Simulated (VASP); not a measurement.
# C2H2 in VASP: settings compared

Aim: see how the results for C2H2 move with the level of theory and the settings. Levels: PBE, LDA, PBE+D3(BJ), RPBE, r2SCAN. Tasks: single point.

Program: VASP 6.6.1. These are calculated values, not measurements. Logs are shortened: lines on timing, memory, paths and dates and some standing lists are left out, and cuts for length are marked.

## 1. The cell of the first run

The cell holds a molecule in a box, 4 atoms: a = 12.000 Å, b = 12.500 Å, c = 13.000 Å, α = 90.00°, β = 90.00°, γ = 90.00°.

## 2. Single point, PBE

File INCAR:

```
SYSTEM = HC
  PREC = Accurate
  ENCUT = 520
  EDIFF = 1E-6
  ISMEAR = 0
  SIGMA = 0.01
  LREAL = .False.
  LASPH = .True.
  NELM = 120
  ALGO = Normal
  ISIF = 2
  LWAVE = .False.
  LCHARG = .False.
  GGA = PE
  NBANDS = 13
  GGA_COMPAT = .False.
  NELMDL = -8
```

File KPOINTS:

```
Automatic mesh
0
Gamma
  1 1 1
  0 0 0
```

File POSCAR:

```
HC
1.0
   12.0000000000      0.0000000000      0.0000000000
    0.0000000000     12.5000000000      0.0000000000
    0.0000000000      0.0000000000     13.0000000000
C H
2 2
Direct
    0.5000000000      0.5000000000      0.5463979933
    0.5000000000      0.5000000000      0.4536020067
    0.5000000000      0.5000000000      0.3712640089
    0.5000000000      0.5000000000      0.6287359911
```

Potentials or basis: VASP PAW PBE potentials, release 64 (C, H).

Command:

```
> cat potpaw_PBE.64/C/POTCAR potpaw_PBE.64/H/POTCAR > POTCAR
> mpirun -np 1 vasp_gam > vasp.out
```

OUTCAR:

```text
SYSTEM = HC
   PREC = Accurate
   ENCUT = 520
   EDIFF = 1E-6
   ISMEAR = 0
   LREAL = .False.
   LASPH = .True.
   NELM = 120
   ISIF = 2
   GGA = PE
   NELMDL = -8

 ion  position               nearest neighbor table
   1  0.500  0.500  0.546-   4 1.07   2 1.21
   2  0.500  0.500  0.454-   3 1.07   1 1.21
   3  0.500  0.500  0.371-   2 1.07
   4  0.500  0.500  0.629-   1 1.07

  LATTYP: Found a simple orthorhombic cell.
 ALAT       =    12.0000000000
 B/A-ratio  =     1.0416666667
 C/A-ratio  =     1.0833333333

  Lattice vectors:

 A1 = (  12.0000000000,   0.0000000000,   0.0000000000)
 A2 = (   0.0000000000,  12.5000000000,   0.0000000000)
 A3 = (   0.0000000000,   0.0000000000,  13.0000000000)

Analysis of symmetry for initial positions (statically):
=====================================================================
 Subroutine PRICEL returns:
 Original cell was already a primitive cell.

 Routine SETGRP: Setting up the symmetry group for a
 simple orthorhombic supercell.

 Subroutine GETGRP returns: Found  8 space group operations
 (whereof  8 operations were pure point group operations)
 out of a pool of  8 trial point group operations.

The static configuration has the point symmetry D_2h.

Analysis of symmetry for dynamics (positions and initial velocities):
=====================================================================
 Subroutine PRICEL returns:
 Original cell was already a primitive cell.

 Routine SETGRP: Setting up the symmetry group for a
 simple orthorhombic supercell.

 Subroutine GETGRP returns: Found  8 space group operations
 (whereof  8 operations were pure point group operations)
 out of a pool of  8 trial point group operations.

The dynamic configuration has the point symmetry D_2h.

 Subroutine INISYM returns: Found  8 space group operations
 (whereof  8 operations are pure point group operations),
 and found     1 'primitive' translations

----------------------------------------------------------------------------------------

                                     Primitive cell

  volume of cell :    1950.0000

  direct lattice vectors                    reciprocal lattice vectors
    12.000000000  0.000000000  0.000000000     0.083333333  0.000000000  0.000000000
     0.000000000 12.500000000  0.000000000     0.000000000  0.080000000  0.000000000
[... 68 lines left out ...]
   NSW    =      0    number of steps for IOM
   IBRION =     -1    ionic relax: 0-MD 1-quasi-New 2-CG
   NFREE  =      0    steps in history (QN), initial steepest desc. (CG)
   ISIF   =      2    stress and relaxation
   ISYM   =      2    0-nonsym 1-usesym 2-fastsym
   POTIM  = 0.5000    time-step for ionic-motion
   TEBEG  =    0.0;   TEEND  =   0.0 temperature during run
   PSTRESS=    0.0 pullay stress
   NELECT =      10.0000    total number of electrons
   NUPDOWN=      -1.0000    fix difference up-down
   EMIN   =  10.00;   EMAX   =-10.00  energy-range for DOS
   EFERMI =   0.00;   METHOD = LEGACY
   ISMEAR =     0;   SIGMA  =   0.01  broadening in eV -4-tet -1-fermi 0-gaus
   EFERMI_NEDOS =   21; number of points for ismear=-14 and -15
   IALGO  =     38    algorithm
   IMIX   =      4    mixing-type and parameters
     AMIX     =   0.40;   BMIX     =  1.00
     AMIX_MAG =   1.60;   BMIX_MAG =  1.00
  volume/ion in A,a.u.               =     487.50      3289.81
  Fermi-wavevector in a.u.,A,eV,Ry     =   0.282312  0.533493  1.084388  0.079700
  Thomas-Fermi vector in A             =   1.132971
   LORBIT       =      0    0 simple, 1 ext, 2 COOP (PROOUT), +10 PAW based schemes
   GGA     = PE    functional components
   LHFCALC =     F    Hartree Fock is set to
   AEXX    =    0.0000 exact exchange contribution
   IVDW    =     0    specifies the selected vdW correction
   LEPSILON=     F    determine dielectric tensor
   LRPA    =     F    only Hartree local field effects (RPA)
 non-spin polarized calculation
 Gauss-broadening in eV      SIGMA  =   0.01
  energy-cutoff  :      520.00
  volume of cell :     1950.00
 maximum number of plane-waves:     26244
 NGX is ok and might be reduce to    90
   NGX = 45   NGY = 47   NGZ = 49

 number of electron      10.0000000 magnetization

 number of electron       9.9999998 magnetization

 Free energy of the ion-electron system (eV)
  ---------------------------------------------------
  ext. energy  EPLUGINS =         0.00000000
  ---------------------------------------------------
  free energy    TOTEN  =       -22.95390564 eV

  energy without entropy =      -22.95390564  energy(sigma->0) =      -22.95390564

 E-fermi :  -7.0074     XC(G=0):  -0.4356

 val. band max:       -7.0929644791   @ k =   0.0000   0.0000   0.0000
 cond. band min:      -0.3440259492   @ k =   0.0000   0.0000   0.0000
 fundamental gap:      6.7489385299
 Fermi energy:        -7.0074273917

 k-point     1 :       0.0000    0.0000    0.0000
  band No.  band energies     occupation
      1     -18.5126      2.00000
      2     -13.9288      2.00000
      3     -12.0643      2.00000
      4      -7.0930      2.00000
      5      -7.0930      2.00000
      6      -0.3440      0.00000
      7      -0.3432      0.00000
      8      -0.2716      0.00000
      9       0.2455      0.00000
     10       0.6724      0.00000
     11       0.7146      0.00000
     12       0.7176      0.00000
     13       0.7833      0.00000

------------------------ aborting loop because EDIFF is reached ----------------------------------------

  FORCE on cell =-STRESS in cart. coord.  units (eV):
  Direction    XX          YY          ZZ          XY          YZ          ZX
  --------------------------------------------------------------------------------------
  -------------------------------------------------------------------------------------
  Total       -0.0385718     -0.0389338      0.0274953     -0.0000000      0.0000000      0.0000000
  in kB       -0.0316917     -0.0319891      0.0225910     -0.0000000      0.0000000      0.0000000
  external PRESSURE =      -0.0136966 kB  Pullay stress =       0.0000000 kB

 VOLUME and BASIS-vectors are now :
 -----------------------------------------------------------------------------
  energy-cutoff  :      520.00
  volume of cell :     1950.00
      direct lattice vectors                 reciprocal lattice vectors
    12.000000000  0.000000000  0.000000000     0.083333333  0.000000000  0.000000000
     0.000000000 12.500000000  0.000000000     0.000000000  0.080000000  0.000000000
     0.000000000  0.000000000 13.000000000     0.000000000  0.000000000  0.076923077

 POSITION                                       TOTAL-FORCE (eV/Angst)
 -----------------------------------------------------------------------------------
      6.00000      6.25000      7.10317         0.000000      0.000000      0.109591
      6.00000      6.25000      5.89683         0.000000      0.000000     -0.109591
      6.00000      6.25000      4.82643         0.000000      0.000000      0.017484
      6.00000      6.25000      8.17357         0.000000      0.000000     -0.017484
 -----------------------------------------------------------------------------------
    total drift:                                0.000000     -0.000000      0.000000

  FREE ENERGIE OF THE ION-ELECTRON SYSTEM (eV)
  ---------------------------------------------------
  free  energy   TOTEN  =       -22.9539056381 eV

  energy  without entropy=      -22.9539056381  energy(sigma->0) =      -22.95390564
```

It took 80 s on 1 thread of Intel Xeon 6975P-C (Granite Rapids), shared host; peak memory 1.3 GiB.

Results:

```yaml
Free_energy: -22.9539 eV
Largest_force: 0.110 eV/Å
Gap_between_the_frontier_levels: 6.75 eV
```

Forces on the atoms (eV/Å):
```
C    0.000  0.000  0.110
C    0.000  0.000 -0.110
H    0.000  0.000  0.017
H    0.000  0.000 -0.017
```

## 3. Single point, LDA

File INCAR:

```
SYSTEM = HC
PREC = Accurate ; ENCUT = 520
EDIFF = 1E-6 ; ISMEAR = 0
SIGMA = 0.01 ; LREAL = .FALSE.
LASPH = .TRUE. ; NELM = 120
ALGO = Normal ; ISIF = 2
LWAVE = .FALSE. ; LCHARG = .TRUE.
GGA = CA ; LELF = .TRUE.
LVHAR = .TRUE. ; NBANDS = 13
GGA_COMPAT = .FALSE. ; NELMDL = -8
```

File KPOINTS:

```
Automatic mesh
0
G
  1 1 1
  0 0 0
```

POSCAR is that of step 2.

Potentials or basis: VASP PAW LDA potentials, release 64 (C, H).

Command:

```
> cat potpaw_LDA.64/C/POTCAR potpaw_LDA.64/H/POTCAR > POTCAR
> mpirun -np 1 vasp_gam > vasp.out
```

It took 52 s on 1 thread of Intel Xeon 6975P-C (Granite Rapids), shared host; peak memory 0.87 GiB.

It converged, with:

| Property | Result |
| --- | --- |
| Free energy | -24.1065 eV |
| Largest force | 0.667 eV/Å |
| Gap between the frontier levels | 6.74 eV |

Forces in eV/Å, atoms in the order of the input:
```
C    0.000  0.000 -0.667
C    0.000  0.000  0.667
H    0.000  0.000 -0.158
H    0.000  0.000  0.158
```

Levels at points of the mesh, in eV from the valence-band top:
| k point | band 1 | band 2 | band 3 | band 4 | band 5 | band 6 | band 7 | band 8 | band 9 | band 10 |
| --- | --- | --- | --- | --- | --- | --- | --- | --- | --- | --- |
| (0.00, 0.00, 0.00) | -11.16 | -6.60 | -4.84 | 0.00 | 0.00 | 6.74 | 6.74 | 7.03 | 7.57 | 7.95 |

## 4. Single point, PBE+D3(BJ)

File INCAR:

```
SYSTEM = HC
PREC = Accurate
ENCUT = 520
EDIFF = 1E-6
ISMEAR = 0
SIGMA = 0.01
LREAL = .False.
LASPH = .True.
NELM = 120
ALGO = Normal
ISIF = 2
LWAVE = .False.
LCHARG = .False.
GGA = PE
IVDW = 12
NBANDS = 13
GGA_COMPAT = .False.
NELMDL = -8
```

File KPOINTS:

```
Automatic mesh
0
Gamma
  1 1 1
  0 0 0
```

POSCAR is that of step 3.

Potentials or basis: VASP PAW PBE potentials, release 64 (C, H).

Command:

```
> cat potpaw_PBE.64/C/POTCAR potpaw_PBE.64/H/POTCAR > POTCAR
> mpirun -np 1 vasp_gam > vasp.out
```

OUTCAR:

```text
SYSTEM = HC
   PREC = Accurate
   ENCUT = 520
   EDIFF = 1E-6
   ISMEAR = 0
   LREAL = .False.
   LASPH = .True.
   NELM = 120
   ISIF = 2
   GGA = PE
   IVDW = 12
   NELMDL = -8
 IVDW          = 12

 ion  position               nearest neighbor table
   1  0.500  0.500  0.546-   4 1.07   2 1.21
   2  0.500  0.500  0.454-   3 1.07   1 1.21
   3  0.500  0.500  0.371-   2 1.07
   4  0.500  0.500  0.629-   1 1.07

  LATTYP: Found a simple orthorhombic cell.
 ALAT       =    12.0000000000
 B/A-ratio  =     1.0416666667
 C/A-ratio  =     1.0833333333

  Lattice vectors:

 A1 = (  12.0000000000,   0.0000000000,   0.0000000000)
 A2 = (   0.0000000000,  12.5000000000,   0.0000000000)
 A3 = (   0.0000000000,   0.0000000000,  13.0000000000)

Analysis of symmetry for initial positions (statically):
=====================================================================
 Subroutine PRICEL returns:
 Original cell was already a primitive cell.

 Routine SETGRP: Setting up the symmetry group for a
 simple orthorhombic supercell.

 Subroutine GETGRP returns: Found  8 space group operations
 (whereof  8 operations were pure point group operations)
 out of a pool of  8 trial point group operations.

The static configuration has the point symmetry D_2h.

Analysis of symmetry for dynamics (positions and initial velocities):
=====================================================================
 Subroutine PRICEL returns:
 Original cell was already a primitive cell.

 Routine SETGRP: Setting up the symmetry group for a
 simple orthorhombic supercell.

 Subroutine GETGRP returns: Found  8 space group operations
 (whereof  8 operations were pure point group operations)
 out of a pool of  8 trial point group operations.

The dynamic configuration has the point symmetry D_2h.

 Subroutine INISYM returns: Found  8 space group operations
 (whereof  8 operations are pure point group operations),
[... 97 lines left out ...]
  volume/ion in A,a.u.               =     487.50      3289.81
  Fermi-wavevector in a.u.,A,eV,Ry     =   0.282312  0.533493  1.084388  0.079700
  Thomas-Fermi vector in A             =   1.132971
   LORBIT       =      0    0 simple, 1 ext, 2 COOP (PROOUT), +10 PAW based schemes
   GGA     = PE    functional components
   LHFCALC =     F    Hartree Fock is set to
   AEXX    =    0.0000 exact exchange contribution
   IVDW    =    12    specifies the selected vdW correction
   LEPSILON=     F    determine dielectric tensor
   LRPA    =     F    only Hartree local field effects (RPA)
 non-spin polarized calculation
 Gauss-broadening in eV      SIGMA  =   0.01
  energy-cutoff  :      520.00
  volume of cell :     1950.00
 maximum number of plane-waves:     26244
 NGX is ok and might be reduce to    90
   NGX = 45   NGY = 47   NGZ = 49

 number of electron      10.0000000 magnetization

 number of electron       9.9999998 magnetization

 Free energy of the ion-electron system (eV)
  ---------------------------------------------------
  ext. energy  EPLUGINS =         0.00000000
  ---------------------------------------------------
  free energy    TOTEN  =       -22.95390564 eV

  energy without entropy =      -22.95390564  energy(sigma->0) =      -22.95390564

 E-fermi :  -7.0074     XC(G=0):  -0.4356

 val. band max:       -7.0929644791   @ k =   0.0000   0.0000   0.0000
 cond. band min:      -0.3440259492   @ k =   0.0000   0.0000   0.0000
 fundamental gap:      6.7489385299
 Fermi energy:        -7.0074273917

 k-point     1 :       0.0000    0.0000    0.0000
  band No.  band energies     occupation
      1     -18.5126      2.00000
      2     -13.9288      2.00000
      3     -12.0643      2.00000
      4      -7.0930      2.00000
      5      -7.0930      2.00000
      6      -0.3440      0.00000
      7      -0.3432      0.00000
      8      -0.2716      0.00000
      9       0.2455      0.00000
     10       0.6724      0.00000
     11       0.7146      0.00000
     12       0.7176      0.00000
     13       0.7833      0.00000

------------------------ aborting loop because EDIFF is reached ----------------------------------------

 Edisp (eV)   -0.03584

 E8    (eV) :    -0.0105

  FORCE on cell =-STRESS in cart. coord.  units (eV):
  Direction    XX          YY          ZZ          XY          YZ          ZX
  --------------------------------------------------------------------------------------
  -------------------------------------------------------------------------------------
  Total      -0.03890    -0.03921     0.01848    -0.00000     0.00000     0.00000
  in kB      -0.03196    -0.03221     0.01518    -0.00000     0.00000     0.00000
  external pressure =       -0.02 kB  Pullay stress =        0.00 kB

 VOLUME and BASIS-vectors are now :
 -----------------------------------------------------------------------------
  energy-cutoff  :      520.00
  volume of cell :     1950.00
      direct lattice vectors                 reciprocal lattice vectors
    12.000000000  0.000000000  0.000000000     0.083333333  0.000000000  0.000000000
     0.000000000 12.500000000  0.000000000     0.000000000  0.080000000  0.000000000
     0.000000000  0.000000000 13.000000000     0.000000000  0.000000000  0.076923077

 POSITION                                       TOTAL-FORCE (eV/Angst)
 -----------------------------------------------------------------------------------
      6.00000      6.25000      7.10317         0.000000      0.000000      0.108245
      6.00000      6.25000      5.89683         0.000000      0.000000     -0.108245
      6.00000      6.25000      4.82643         0.000000      0.000000      0.019603
      6.00000      6.25000      8.17357         0.000000      0.000000     -0.019603
 -----------------------------------------------------------------------------------
    total drift:                                0.000000     -0.000000      0.000000

  FREE ENERGIE OF THE ION-ELECTRON SYSTEM (eV)
  ---------------------------------------------------
  free  energy   TOTEN  =       -22.9897436038 eV

  energy  without entropy=      -22.9897436038  energy(sigma->0) =      -22.98974360
```

OSZICAR:

```text
N       E                     dE             d eps       ncg     rms          rms(c)
DAV:   1     0.877695437322E+02    0.87770E+02   -0.21402E+03    34   0.390E+02
DAV:   2     0.317591289685E+01   -0.84594E+02   -0.83525E+02    47   0.637E+01
DAV:   3    -0.247846008125E+02   -0.27961E+02   -0.27868E+02    44   0.595E+01
[... 18 lines left out ...]
DAV:  22    -0.229538939904E+02   -0.10341E-04   -0.24123E-07    26   0.256E-03    0.285E-03
DAV:  23    -0.229539010874E+02   -0.70970E-05   -0.23965E-07    26   0.172E-03    0.639E-04
DAV:  24    -0.229539031909E+02   -0.21035E-05   -0.24652E-08    26   0.593E-04    0.470E-04
DAV:  25    -0.229539053216E+02   -0.21307E-05   -0.44416E-08    26   0.622E-04    0.803E-05
DAV:  26    -0.229539056381E+02   -0.31645E-06    0.44032E-10    36   0.192E-04
   1 F= -.22989744E+02 E0= -.22989744E+02  d E =-.184377E-33
```

It took 77 s on 1 thread of Intel Xeon 6975P-C (Granite Rapids), shared host; peak memory 1.3 GiB.

Results:

```yaml
Free_energy: -22.9897 eV
Largest_force: 0.108 eV/Å
Gap_between_the_frontier_levels: 6.75 eV
Dispersion_energy_per_atom: -0.009 eV
```

Forces on the atoms (eV/Å):
```
C    0.000  0.000  0.108
C    0.000  0.000 -0.108
H    0.000  0.000  0.020
H    0.000  0.000 -0.020
```

## 5. Single point, RPBE

File INCAR:

```
SYSTEM = HC
ALGO = Normal
EDIFF = 1E-6
ENCUT = 520
GGA = RP
GGA_COMPAT = .FALSE.
ISIF = 2
ISMEAR = 0
LASPH = .TRUE.
LCHARG = .FALSE.
LREAL = .FALSE.
LWAVE = .FALSE.
NBANDS = 13
NELM = 120
NELMDL = -8
PREC = Accurate
SIGMA = 0.01
```

File KPOINTS:

```
k-points
0
G
  1 1 1
  0 0 0
```

POSCAR is that of step 4.

Command:

```
> cat potpaw_PBE.64/C/POTCAR potpaw_PBE.64/H/POTCAR > POTCAR
> mpirun -np 1 vasp_gam > vasp.out
```

It took 76 s on 1 thread of Intel Xeon 6975P-C (Granite Rapids), shared host; peak memory 1.3 GiB.

It converged, with:

```yaml
Free_energy: -22.5768 eV
Largest_force: 0.482 eV/Å
Gap_between_the_frontier_levels: 6.71 eV
```

Forces on the atoms (eV/Å):
```
C    0.000  0.000  0.482
C    0.000  0.000 -0.482
H    0.000  0.000  0.003
H    0.000  0.000 -0.003
```

Levels at points of the mesh, in eV from the valence-band top:
| k point | band 3 | band 4 | band 5 | band 6 | band 7 | band 8 |
| --- | --- | --- | --- | --- | --- | --- |
| (0.00, 0.00, 0.00) | -5.00 | 0.00 | 0.00 | 6.71 | 6.73 | 6.73 |

Caveat: the PAW data sets were made with another functional, which shifts forces and pressure a little.

(Continued in part 2 of 2.)
